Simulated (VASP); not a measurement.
Wanted: the native input for a VASP 6.6.1 run.

- Task: single point
- Functional: r2SCAN
- Potentials or basis: VASP PAW PBE potentials, release 64 (Mn_pv)
- Cutoff: 520 eV
- k mesh: 11 × 11 × 11
- Occupations: fermi-dirac, width 0.05 eV
- Spin: collinear spin, antiferromagnetic start
- Starting moments: [3.544, -3.544] μB
- Dipole correction: no
- Further INCAR settings: ALGO = Normal; EDIFF = 1e-07; NBANDS = 24

Crystal: Mn.

```xyz
2
Lattice="0.0000 2.8392 2.8392 2.8392 0.0000 2.8392 2.8392 2.8392 0.0000" Properties=species:S:1:pos:R:3 pbc="T T T"
Mn    0.7098    0.7098    0.7098
Mn    4.9686    4.9686    4.9686
```

This isn't the form of Mn at room conditions, which is a 58-atom cubic cell.

The input as run:

POSCAR

```
Mn
1.0
    0.0000000000      2.8392061566      2.8392061566
    2.8392061566      0.0000000000      2.8392061566
    2.8392061566      2.8392061566      0.0000000000
Mn
2
Direct
    0.1250000000      0.1250000000      0.1250000000
    0.8750000000      0.8750000000      0.8750000000
```

INCAR.step1

```
SYSTEM = Mn
PREC = Accurate
ENCUT = 520
ISMEAR = -1
SIGMA = 0.05
LREAL = .FALSE.
LASPH = .TRUE.
NELM = 150
ISPIN = 2
MAGMOM = 3.544 -3.544
LMAXMIX = 4
NBANDS = 24
GGA = PE
ALGO = Normal
EDIFF = 1E-4
LWAVE = .TRUE.
LCHARG = .FALSE.
```

INCAR.step2

```
SYSTEM = Mn
PREC = Accurate
ENCUT = 520
EDIFF = 1E-7
ISMEAR = -1
SIGMA = 0.05
LREAL = .FALSE.
LASPH = .TRUE.
NELM = 150
ALGO = Normal
ISIF = 2
LWAVE = .FALSE.
LCHARG = .FALSE.
ISPIN = 2
MAGMOM = 3.544 -3.544
LORBIT = 11
LMAXMIX = 4
METAGGA = R2SCAN
LMIXTAU = .TRUE.
NBANDS = 24
ISTART = 1
```

KPOINTS

```
regular mesh
0
G
  11 11 11
  0 0 0
```

Potentials or basis: VASP PAW PBE potentials, release 64 (Mn_pv).

Command:

```bash
$ cat potpaw_PBE.64/Mn_pv/POTCAR > POTCAR
$ cp INCAR.step1 INCAR
$ mpirun -np 1 vasp_std > vasp.out
$ cp INCAR.step2 INCAR
$ mpirun -np 1 vasp_std > vasp.out
```

It gave:

```yaml
Pressure: -1.6 GPa
Band_gap_on_the_k_mesh: zero (filled and empty bands overlap)
Net_moment: 0.00 μB per cell
Site_moments: Mn +3.87, -3.87 μB
Valence_electrons_inside_the_program's_atomic_spheres: Mn 11.53
```

Caveat: the antiferromagnetic order is the one typed at the start, and another may lie lower; the PAW data sets were made with another functional, which shifts forces and pressure a little.

It took 7.7 min on 1 thread of Intel(R) Xeon(R) Platinum 8375C CPU @ 2.90GHz (Ice Lake), on a shared host, peak memory 0.25 GiB.
